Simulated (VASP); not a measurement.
Input of a VASP 6.6.1 run:

The input INCAR:

```
PREC     = Accurate       # precision mode
ENCUT    = 600            # plane-wave cutoff, eV
EDIFF    = 1E-6           # SCF threshold, eV
ISMEAR   = 0              # smearing method
SIGMA    = 0.15           # smearing width, eV
LREAL    = Auto         
LASPH    = T              # aspherical terms in the spheres
NELM     = 60             # most SCF steps
ALGO     = Normal         # electronic algorithm
ISIF     = 3              # what is computed and relaxed
LWAVE    = F              # write WAVECAR
LCHARG   = F              # write CHGCAR
GGA      = PE             # functional
IBRION   = 2              # ionic algorithm
NSW      = 36             # ionic steps
EDIFFG   = -0.08          # ionic threshold
```

File KPOINTS:

```
Automatic mesh
0
Gamma
  2 2 2
```

Contents of POSCAR:

```
Mg3CdSe4
1.0
    8.4000000000      0.0000000000      0.0000000000
    0.0000000000      7.2700000000      0.0000000000
    0.0000000000      0.0000000000      6.8000000000
Mg Cd Se
6 2 8
Direct
    0.2500000000      0.3300000000      0.0000000000
    0.7500000000      0.3300000000      0.0000000000
    0.0000000000      0.1700000000      0.5000000000
    0.5000000000      0.8300000000      0.0000000000
    0.7500000000      0.6700000000      0.5000000000
    0.2500000000      0.6700000000      0.5000000000
    0.5000000000      0.1700000000      0.5000000000
    0.0000000000      0.8300000000      0.0000000000
    0.5000000000      0.1700000000      0.8750000000
    0.0000000000      0.1700000000      0.8750000000
    0.2500000000      0.3300000000      0.3750000000
    0.7500000000      0.3300000000      0.3750000000
    0.2500000000      0.6700000000      0.8750000000
    0.7500000000      0.6700000000      0.8750000000
    0.0000000000      0.8300000000      0.3750000000
    0.5000000000      0.8300000000      0.3750000000
```

Potentials or basis: VASP PAW PBE potentials, release 64 (Mg, Cd, Se).

Launch:

```bash
$ cat potpaw_PBE.64/Mg/POTCAR potpaw_PBE.64/Cd/POTCAR potpaw_PBE.64/Se/POTCAR > POTCAR
$ mpirun -np 1 vasp_std > vasp.out
```

**Question.** Predict the band gap on the k mesh.

**Answer.** 2.02 eV.

**Question.** Estimate the relaxed volume.

**Answer.** 27.53 Å³/atom.

Step by step:
```tsv
step	energy change (eV)	largest force (eV/Å)	pressure (GPa)	volume (Å³)
1	0.0000	0.8310	3.59	415.26
2	-0.4299	0.2538	-0.82	451.12
3	-0.4379	0.3119	-0.35	446.39
4	-0.4707	0.2010	-0.15	443.96
5	-0.4887	0.0567	0.16	440.41
```

Caveat: the k points lie up to 0.45 Å⁻¹ apart in the final cell; the relaxation stopped at a loose force limit of 0.08 eV/Å, so its end isn't a converged minimum.
